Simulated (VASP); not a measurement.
Set up this calculation in VASP 6.6.1, as the native input.

```
Task                   : single point
Functional             : LDA
Potentials or basis    : VASP PAW LDA potentials, release 64 (Zn, S)
Cutoff                 : 500 eV
k mesh                 : 6 × 6 × 6
Occupations            : gaussian, width 0.01 eV
Spin                   : no spin polarisation
Hubbard terms          : Zn d U = 8.0 eV
Dipole correction      : no
Further INCAR settings : ALGO = Normal; EDIFF = 1e-06; NBANDS = 36
```

The structure of ZnS lies in POSCAR:

```
ZnS
1.0
    1.9030710000      1.0987385541      9.3519480000
   -1.9030710000      1.0987385541      9.3519480000
    0.0000000000     -2.1974771083      9.3519480000
Zn S
3 3
Direct
    0.9999706667      0.9999706667      0.9999706667
    0.2222690000      0.2222690000      0.2222690000
    0.4446133333      0.4446133333      0.4446133333
    0.0832670000      0.0832670000      0.0832670000
    0.5278423333      0.5278423333      0.5278423333
    0.3053630000      0.3053630000      0.3053630000
```

These files were run (other wordings do the same):

INCAR

```
SYSTEM = ZnS
PREC = Accurate
ENCUT = 500
EDIFF = 1E-6
ISMEAR = 0
SIGMA = 0.01
LREAL = .False.
LASPH = .True.
NELM = 200
ALGO = Normal
ISIF = 2
LWAVE = .False.
LCHARG = .False.
LDAU = .True.
LDAUTYPE = 2
LDAUL = 2 -1
LDAUU = 8 0
LDAUJ = 0 0
LDAUPRINT = 1
GGA = CA
NBANDS = 36
GGA_COMPAT = .False.
```

KPOINTS

```
regular mesh
0
Gamma
  6 6 6
  0 0 0
```

Potentials or basis: VASP PAW LDA potentials, release 64 (Zn, S).

Launch:

```console
$ cat potpaw_LDA.64/Zn/POTCAR potpaw_LDA.64/S/POTCAR > POTCAR
$ mpirun -np 1 vasp_std > vasp.out
```

It gave:

| Quantity | Value |
| --- | --- |
| Pressure | -7.1 GPa |
| Largest force | 0.026 eV/Å |
| Band gap on the k mesh | 2.46 eV |

Caveat: the cell stands under tension.

Run time: 7.4 min on 1 thread of Intel(R) Xeon(R) 6975P-C (Granite Rapids) (shared host), peak memory 0.51 GiB.
